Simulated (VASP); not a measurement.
The system is Y2SbN3.

```
CELL_PARAMETERS angstrom
3.61111 0.00000 0.00000
0.00000 3.61111 0.00000
0.00000 0.00000 7.92159
ATOMIC_POSITIONS crystal
Y 0.00000 0.50000 0.73723
Y 0.50000 0.00000 0.26277
Sb 0.00000 0.00000 0.00000
N 0.50000 0.50000 0.00000
N 0.00000 0.50000 0.37740
N 0.50000 0.00000 0.62260
```

* Program: VASP 6.6.1
* Task: relaxation of cell and atoms
* Functional: PBEsol
* Potentials or basis: VASP PAW PBE potentials, release 64 (Y_sv, Sb, N)
* Cutoff: 600 eV
* k mesh: 6 × 6 × 4
* Occupations: fermi-dirac, width 0.03 eV
* Spin: no spin polarisation

At the start: pressure -10.0 GPa; volume 17.22 Å³/atom.

How do energy, volume and symmetry change on relaxing?

Over 18 steps the energy falls by 981.5 meV/atom and the volume is 15.32 Å³/atom (-11.0 %); space group P-4m2 (No. 115, to 0.1 Å) before and after.

The path:
| step | energy change (eV) | largest force (eV/Å) | pressure (GPa) | volume (Å³) |
| --- | --- | --- | --- | --- |
| 1 | 0.0000 | 6.3429 | -10.01 | 103.30 |
| 2 | -4.4308 | 3.5741 | 1.05 | 87.78 |
| 3 | -4.8226 | 2.6209 | 11.95 | 82.88 |
| 4 | -5.7353 | 0.6813 | -5.01 | 92.45 |
| 5 | -5.7458 | 0.6772 | -3.79 | 91.44 |
| 6 | -5.8032 | 0.5857 | 2.43 | 88.58 |
| 7 | -5.8190 | 0.6162 | 0.31 | 89.44 |
| 8 | -5.8525 | 0.3860 | 0.73 | 89.52 |
| 9 | -5.8750 | 0.0102 | 1.43 | 89.63 |
| 10 | -5.8773 | 0.2532 | -1.58 | 91.90 |
| 11 | -5.8812 | 0.1464 | -0.29 | 90.89 |
| 12 | -5.8866 | 0.1269 | -0.15 | 91.35 |
| 13 | -5.8879 | 0.1115 | -0.02 | 91.71 |
| 14 | -5.8891 | 0.0251 | 0.18 | 91.82 |
| 15 | -5.8892 | 0.0249 | 0.13 | 91.81 |
| 16 | -5.8892 | 0.0098 | -0.21 | 92.05 |
| 17 | -5.8892 | 0.0170 | -0.05 | 91.94 |
| 18 | -5.8893 | 0.0044 | -0.02 | 91.94 |

Final structure:
```
Y Sb N
1.0
     3.32345    0.00000    0.00000
     0.00000    3.32345    0.00000
     0.00000    0.00000    8.32432
Y Sb N
2 1 3
Direct
  0.00000 0.50000 0.64956
  0.50000 0.00000 0.35044
  0.00000 0.00000 0.00000
  0.50000 0.50000 0.00000
  0.00000 0.50000 0.37341
  0.50000 0.00000 0.62659
```

Caveat: the PAW data sets were made with another functional, which shifts forces and pressure a little.
